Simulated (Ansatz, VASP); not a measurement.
**One calculation of GeW, two programs**

```
Ge W
1.0
     3.24194    0.00000    0.00000
     0.00000    3.24194    0.00000
     0.00000    0.00000   12.92781
Ge W
4 4
Direct
  0.50000 0.00000 0.71292
  0.00000 0.50000 0.57599
  0.00000 0.50000 0.28708
  0.50000 0.00000 0.42401
  0.50000 0.00000 0.93890
  0.00000 0.50000 0.06110
  0.00000 0.50000 0.82096
  0.50000 0.00000 0.17904
```

Alike in both runs: functional PBE; k mesh 10 × 10 × 4; occupations gaussian, width 0.1 eV; no spin polarisation.

Ansatz relaxed the structure, and its values are those at the end. VASP's run is a single point on that final structure, the one shown.

```csv
,VASP,Ansatz
version,VASP 6.6.1,Ansatz 0.2.0
potentials or method,"VASP PAW PBE potentials, release 64 (Ge_d, W_sv), cutoff 520 eV","scalar-relativistic, plane waves, PAW"
valence electrons in the cell,112,112
```

```tsv
	VASP	Ansatz	Ansatz less VASP
gap on the k mesh at the Fermi level (eV)	none	none	-
pressure (GPa)	0.3	0.0	-0.28
rms of the force components (eV/Å)	0.007	0.000	-0.0069
```

A gap of «none» marks a metal or a gap that the smearing closes.

Neither program's run includes spin-orbit coupling.
